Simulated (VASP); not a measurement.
# SnO (P4/nmm) in VASP: notebook

Aim: see how the results for SnO move with the level of theory and the settings. Levels: revPBE, LDA. Tasks: single point.

Everything below comes from runs of VASP 6.6.1. Logs are shortened: lines on timing, memory, paths and dates and some standing lists are left out, and cuts for length are marked.

**1. The cell of the first run**

The structure is tetragonal, space group P4/nmm (No. 129). The conventional cell has a = 3.888 Å, b = 3.888 Å, c = 4.983 Å, α = 90.00°, β = 90.00°, γ = 90.00°. Within 3.0 Å of Sn (site symmetry 4mm) lie 4 O at 2.27 Å. Within 3.0 Å of O (site symmetry -4m2) lie 4 Sn at 2.27 Å and 4 O at 2.75 Å.

**2. Single point, revPBE**

INCAR

```
SYSTEM = SnO
  PREC = Accurate
  ENCUT = 520
  EDIFF = 1E-6
  ISMEAR = -1
  SIGMA = 0.05
  LREAL = .False.
  LASPH = .True.
  NELM = 100
  ALGO = Normal
  ISIF = 2
  LWAVE = .False.
  LCHARG = .True.
  GGA = RE
  LELF = .True.
  LVHAR = .True.
  NBANDS = 28
```

KPOINTS

```
regular mesh
0
Gamma
  7 7 6
  0 0 0
```

POSCAR

```
SnO
1.0
    3.8884925471      0.0000000000      0.0000000000
    0.0000000000      3.8884925471      0.0000000000
    0.0000000000      0.0000000000      4.9827594627
Sn O
2 2
Direct
    0.5000000000      0.0000000000      0.7646261400
    0.0000000000      0.5000000000      0.2353738600
    0.0000000000      0.0000000000      0.0000000000
    0.5000000000      0.5000000000      0.0000000000
```

Potentials or basis: VASP PAW PBE potentials, release 64 (Sn_d, O).

Launch:

```console
$ cat potpaw_PBE.64/Sn_d/POTCAR potpaw_PBE.64/O/POTCAR > POTCAR
$ mpirun -np 1 vasp_std > vasp.out
```

OUTCAR:

```text
SYSTEM = SnO
   PREC = Accurate
   ENCUT = 520
   EDIFF = 1E-6
   ISMEAR = -1
   LREAL = .False.
   LASPH = .True.
   NELM = 100
   ISIF = 2
   GGA = RE

 ion  position               nearest neighbor table
   1  0.500  0.000  0.765-   3 2.27   4 2.27   4 2.27   3 2.27   2 3.61   2 3.61   2 3.61   2 3.61

   2  0.000  0.500  0.235-   3 2.27   4 2.27   3 2.27   4 2.27   1 3.61   1 3.61   1 3.61   1 3.61

   3  0.000  0.000  0.000-   1 2.27   2 2.27   2 2.27   1 2.27
   4  0.500  0.500  0.000-   1 2.27   2 2.27   1 2.27   2 2.27

  LATTYP: Found a simple tetragonal cell.
 ALAT       =     3.8884925471
 C/A-ratio  =     1.2814116016

  Lattice vectors:

 A1 = (   3.8884925471,   0.0000000000,   0.0000000000)
 A2 = (   0.0000000000,   3.8884925471,   0.0000000000)
 A3 = (   0.0000000000,   0.0000000000,   4.9827594627)

Analysis of symmetry for initial positions (statically):
=====================================================================
 Subroutine PRICEL returns:
 Original cell was already a primitive cell.

 Routine SETGRP: Setting up the symmetry group for a
 simple tetragonal supercell.

 Subroutine GETGRP returns: Found 16 space group operations
 (whereof  8 operations were pure point group operations)
 out of a pool of 16 trial point group operations.

The static configuration has the point symmetry D_2d.
 The point group associated with its full space group is D_4h.

Analysis of symmetry for dynamics (positions and initial velocities):
=====================================================================
 Subroutine PRICEL returns:
 Original cell was already a primitive cell.

 Routine SETGRP: Setting up the symmetry group for a
 simple tetragonal supercell.

 Subroutine GETGRP returns: Found 16 space group operations
 (whereof  8 operations were pure point group operations)
 out of a pool of 16 trial point group operations.

The dynamic configuration has the point symmetry D_2d.
 The point group associated with its full space group is D_4h.

 Subroutine INISYM returns: Found 16 space group operations
 (whereof  8 operations are pure point group operations),
 and found     1 'primitive' translations

----------------------------------------------------------------------------------------

                                     Primitive cell

  volume of cell :      75.3412
[... 90 lines left out ...]
   LASPH  =      T    aspherical Exc in radial PAW
   ENCUT  =  520.0 eV  38.22 Ry    6.18 a.u.   7.23  7.23  9.26*2*pi/ulx,y,z
   NELM   =    100;   NELMIN=  2; NELMDL= -5     # of ELM steps
   EDIFF  = 0.1E-05   stopping-criterion for ELM
   LREAL  =      F    real-space projection
   EDIFFG = 0.1E-04   stopping-criterion for IOM
   NSW    =      0    number of steps for IOM
   IBRION =     -1    ionic relax: 0-MD 1-quasi-New 2-CG
   NFREE  =      0    steps in history (QN), initial steepest desc. (CG)
   ISIF   =      2    stress and relaxation
   ISYM   =      2    0-nonsym 1-usesym 2-fastsym
   POTIM  = 0.5000    time-step for ionic-motion
   TEBEG  =    0.0;   TEEND  =   0.0 temperature during run
   PSTRESS=    0.0 pullay stress
   NELECT =      40.0000    total number of electrons
   NUPDOWN=      -1.0000    fix difference up-down
   EMIN   =  10.00;   EMAX   =-10.00  energy-range for DOS
   EFERMI =   0.00;   METHOD = LEGACY
   ISMEAR =    -1;   SIGMA  =   0.05  broadening in eV -4-tet -1-fermi 0-gaus
   EFERMI_NEDOS =   21; number of points for ismear=-14 and -15
   IALGO  =     38    algorithm
   IMIX   =      4    mixing-type and parameters
     AMIX     =   0.40;   BMIX     =  1.00
     AMIX_MAG =   1.60;   BMIX_MAG =  1.00
  volume/ion in A,a.u.               =      18.84       127.11
  Fermi-wavevector in a.u.,A,eV,Ry     =   1.325615  2.505049 23.908900  1.757255
  Thomas-Fermi vector in A             =   2.455063
   LORBIT       =      0    0 simple, 1 ext, 2 COOP (PROOUT), +10 PAW based schemes
   GGA     = RE    functional components
   LHFCALC =     F    Hartree Fock is set to
   AEXX    =    0.0000 exact exchange contribution
   IVDW    =     0    specifies the selected vdW correction
   LEPSILON=     F    determine dielectric tensor
   LRPA    =     F    only Hartree local field effects (RPA)
 non-spin polarized calculation
  energy-cutoff  :      520.00
  volume of cell :       75.34
 maximum number of plane-waves:      2040
 NGX is ok and might be reduce to    30
   NGX = 15   NGY = 15   NGZ = 19

 number of electron      39.9999989 magnetization

 Free energy of the ion-electron system (eV)
  ---------------------------------------------------
  ext. energy  EPLUGINS =         0.00000000
  ---------------------------------------------------
  free energy    TOTEN  =       -21.41840707 eV

  energy without entropy =      -21.41835423  energy(sigma->0) =      -21.41838065

 E-fermi :   6.5713     XC(G=0):  -9.7417

 val. band max:        6.2870973241   @ k =   0.0000   0.0000   0.0000
 cond. band min:       6.8676978498   @ k =   0.4286   0.4286   0.0000
 fundamental gap:      0.5806005257
 Fermi energy:         6.5712858588

 k-point     1 :       0.0000    0.0000    0.0000
  band No.  band energies     occupation
      1     -15.4837      2.00000
      2     -15.1567      2.00000
      3     -15.1531      2.00000
      4     -15.1531      2.00000
      5     -15.1324      2.00000
      6     -15.1140      2.00000
[... 733 lines left out ...]
     27      15.1195      0.00000
     28      15.9657      0.00000

 [... further k-points ...]

------------------------ aborting loop because EDIFF is reached ----------------------------------------

  FORCE on cell =-STRESS in cart. coord.  units (eV):
  Direction    XX          YY          ZZ          XY          YZ          ZX
  --------------------------------------------------------------------------------------
  -------------------------------------------------------------------------------------
  Total        0.1823286      0.1823286      0.1882356      0.0000000      0.0000000      0.0000000
  in kB        3.8773308      3.8773308      4.0029481      0.0000000      0.0000000      0.0000000
  external PRESSURE =       3.9192032 kB  Pullay stress =       0.0000000 kB

 VOLUME and BASIS-vectors are now :
 -----------------------------------------------------------------------------
  energy-cutoff  :      520.00
  volume of cell :       75.34
      direct lattice vectors                 reciprocal lattice vectors
     3.888492547  0.000000000  0.000000000     0.257169067  0.000000000  0.000000000
     0.000000000  3.888492547  0.000000000     0.000000000  0.257169067  0.000000000
     0.000000000  0.000000000  4.982759463     0.000000000  0.000000000  0.200692008

 POSITION                                       TOTAL-FORCE (eV/Angst)
 -----------------------------------------------------------------------------------
      1.94425      0.00000      3.80995        -0.000000      0.000000      0.186312
      0.00000      1.94425      1.17281         0.000000     -0.000000     -0.186312
      0.00000      0.00000      0.00000         0.000000     -0.000000     -0.000000
      1.94425      1.94425      0.00000         0.000000      0.000000     -0.000000
 -----------------------------------------------------------------------------------
    total drift:                                0.000000      0.000000      0.000000

  FREE ENERGIE OF THE ION-ELECTRON SYSTEM (eV)
  ---------------------------------------------------
  free  energy   TOTEN  =       -21.4184070720 eV

  energy  without entropy=      -21.4183542313  energy(sigma->0) =      -21.41838065
```

Run time: 44 s. Hardware: 1 thread of AMD EPYC 9R45 (Zen 5), shared host; peak memory 0.19 GiB.

What came out:

```
Free energy            : -21.4184 eV
Pressure               : 0.4 GPa
Largest force          : 0.186 eV/Å
Band gap on the k mesh : 0.58 eV (least direct gap 1.99 eV)
```

Forces in eV/Å, atoms in the order of the input:
```
Sn   0.000  0.000  0.186
Sn   0.000  0.000 -0.186
O    0.000  0.000  0.000
O    0.000  0.000  0.000
```

Levels at points of the mesh, in eV from the valence-band top:
| k point | band 17 | band 18 | band 19 | band 20 | band 21 | band 22 | band 23 | band 24 |
| --- | --- | --- | --- | --- | --- | --- | --- | --- |
| (0.00, 0.00, 0.00) | -3.07 | -2.78 | -2.78 | 0.00 | 1.99 | 4.39 | 4.72 | 4.72 |
| (0.00, 0.00, 0.50) | -3.13 | -2.80 | -2.80 | -1.91 | 1.82 | 3.15 | 3.15 | 3.70 |

Caveat: the PAW data sets were made with another functional, which shifts forces and pressure a little; spin-orbit coupling is left out, which moves the levels of the heavy elements; an odd mesh through Γ misses points on the zone boundary, where band edges can lie.

**3. Single point, LDA**

INCAR

```
PREC = Accurate
ENCUT = 520
EDIFF = 1E-6
ISMEAR = -1
SIGMA = 0.05
LREAL = False
LASPH = True
NELM = 100
ALGO = Normal
ISIF = 2
LWAVE = False
LCHARG = False
NBANDS = 28
```

KPOINTS

```
regular mesh
0
Gamma
  7 7 6
```

POSCAR is that of step 2.

Potentials or basis: VASP PAW LDA potentials, release 64 (Sn_d, O).

Launch:

```console
$ cat potpaw_LDA.64/Sn_d/POTCAR potpaw_LDA.64/O/POTCAR > POTCAR
$ mpirun -np 1 vasp_std > vasp.out
```

Run time: 43 s. Hardware: 1 thread of AMD EPYC 9R45 (Zen 5), shared host; peak memory 0.17 GiB.

It converged, with:

- Free energy: -25.5557 eV
- Pressure: -7.5 GPa
- Largest force: 0.861 eV/Å
- Band gap on the k mesh: 0.62 eV (least direct gap 1.95 eV)

Forces on the atoms (eV/Å):
```
Sn   0.000  0.000  0.861
Sn   0.000  0.000 -0.861
O    0.000  0.000  0.000
O    0.000  0.000  0.000
```

Stress tensor (GPa, compression positive):
```
-8.09  0.00  0.00
 0.00 -8.09  0.00
 0.00  0.00 -6.47
```

Levels at points of the mesh, in eV from the valence-band top:
| k point | band 17 | band 18 | band 19 | band 20 | band 21 | band 22 | band 23 | band 24 |
| --- | --- | --- | --- | --- | --- | --- | --- | --- |
| (0.00, 0.00, 0.00) | -2.98 | -2.69 | -2.69 | 0.00 | 1.95 | 4.21 | 4.75 | 4.75 |
| (0.00, 0.00, 0.50) | -3.04 | -2.71 | -2.71 | -1.80 | 1.62 | 3.12 | 3.12 | 3.68 |

Caveat: the cell stands under tension; spin-orbit coupling is left out, which moves the levels of the heavy elements; an odd mesh through Γ misses points on the zone boundary, where band edges can lie.
